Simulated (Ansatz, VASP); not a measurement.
**B4N3 in VASP and in Ansatz**

INCAR

```
ALGO     = Normal         # electronic algorithm
EDIFF    = 1E-7           # SCF threshold, eV
ENCUT    = 520            # plane-wave cutoff, eV
GGA      = PE             # functional
ISIF     = 2              # what is computed and relaxed
ISMEAR   = 0              # smearing method
ISPIN    = 2              # spin polarisation
LASPH    = True           # aspherical terms in the spheres
LCHARG   = False          # write CHGCAR
LORBIT   = 11             # projections on sites
LREAL    = False          # projectors in reciprocal space
LWAVE    = False          # write WAVECAR
MAGMOM   = 0 0 0 0 1 1 1  # initial moments
NBANDS   = 26             # bands
NELM     = 150            # most SCF steps
PREC     = Accurate       # precision mode
SIGMA    = 0.1            # smearing width, eV
```

The input KPOINTS:

```
k-points
0
Gamma
  6 6 6
```

POSCAR

```
B4N3
1.0
    3.6087153062      0.0000000000      0.0000000000
    0.0000000000      3.6087153062      0.0000000000
    0.0000000000      0.0000000000      3.6087153062
B N
4 3
Direct
    0.7377866802      0.2622133198      0.7377866802
    0.2622133198      0.7377866802      0.7377866802
    0.7377866802      0.7377866802      0.2622133198
    0.2622133198      0.2622133198      0.2622133198
    0.5000000000      0.5000000000      0.0000000000
    0.5000000000      0.0000000000      0.5000000000
    0.0000000000      0.5000000000      0.5000000000
```

Input for Ansatz:

```yaml
crystal:
  lattice:
    - [3.6087153062, 0.0, 0.0]
    - [0.0, 3.6087153062, 0.0]
    - [0.0, 0.0, 3.6087153062]
  atoms:
    - { symbol: B, position: [0.7377866802, 0.2622133198, 0.7377866802] }
    - { symbol: B, position: [0.2622133198, 0.7377866802, 0.7377866802] }
    - { symbol: B, position: [0.7377866802, 0.7377866802, 0.2622133198] }
    - { symbol: B, position: [0.2622133198, 0.2622133198, 0.2622133198] }
    - { symbol: "N", position: [0.5, 0.5, 0.0], spin: 1.0 }
    - { symbol: "N", position: [0.5, 0.0, 0.5], spin: 1.0 }
    - { symbol: "N", position: [0.0, 0.5, 0.5], spin: 1.0 }
basis:
  ecutwfc: 420
kpoints:
  mp_grid: { grid: [6, 6, 6] }
hamiltonian:
  xc: pbe
scf:
  occupations: { method: gaussian, width: 0.1 }
  lower_state_search: "off"
output:
  forces: true
  stress: true
  eigenvalues: true
  populations: true
magnetization:
  spin_polarized: true
```

Alike in both runs: task single point; functional PBE; k mesh 6 × 6 × 6; occupations gaussian, width 0.1 eV; collinear spin.

|  | VASP | Ansatz |
| --- | --- | --- |
| version | VASP 6.6.1 | Ansatz 0.2.0 |
| potentials or method | VASP PAW PBE potentials, release 64 (B, N), cutoff 520 eV | scalar-relativistic, plane waves, PAW |
| valence electrons in the cell | 27 | 27 |

VASP gave:

| Item | Value |
| --- | --- |
| gap on the k mesh at the Fermi level (eV) | none |
| pressure (GPa) | -0.1 |
| rms of the force components (eV/Å) | 0.030 |
| net moment per atom (μB) | 0.00 |

Which values does Ansatz return?

gap on the k mesh at the Fermi level (eV): none; pressure (GPa): -0.3; rms of the force components (eV/Å): 0.027; net moment per atom (μB): 0.00.

Atom by atom the forces differ by 0.003 eV/Å (rms over components). A gap of «none» marks a metal or a gap that the smearing closes. Ansatz's warnings: seeded moment not kept.
